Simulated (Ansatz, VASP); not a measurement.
# Be5Te: VASP beside Ansatz

```
Be Te
1.0
     3.75749    0.00000    0.00000
    -1.87875    3.25408    0.00000
     0.00000    0.00000    6.65205
Be Te
5 1
Cartesian
  1.2645 0.0000 4.8678
  -0.6323 1.0951 4.8678
  1.2465 2.1590 4.8678
  0.0000 2.1694 2.9579
  1.8787 1.0847 2.9579
  0.0000 0.0000 1.4283
```

Alike in both runs: functional PBE; k mesh 12 × 12 × 6; occupations gaussian, width 0.1 eV; no spin polarisation.

Ansatz relaxed the structure, and its values are those at the end. VASP's run is a single point on that final structure, the one shown.

|  | VASP | Ansatz |
| --- | --- | --- |
| version | VASP 6.6.1 | Ansatz 0.2.0 |
| potentials or method | VASP PAW PBE potentials, release 64 (Be, Te), cutoff 520 eV | scalar-relativistic, plane waves, PAW |
| valence electrons in the cell | 16 | 26 |

```csv
,VASP,Ansatz,Ansatz less VASP
gap on the k mesh at the Fermi level (eV),none,none,-
pressure (GPa),0.1,0.0,-0.11
rms of the force components (eV/Å),0.008,0.001,-0.0062
```

A gap of «none» marks a metal or a gap that the smearing closes. VASP's potentials hold 16 valence electrons a cell and Ansatz's 26, so a difference there can come from the potentials and not from the codes.

Spin-orbit coupling is off throughout.
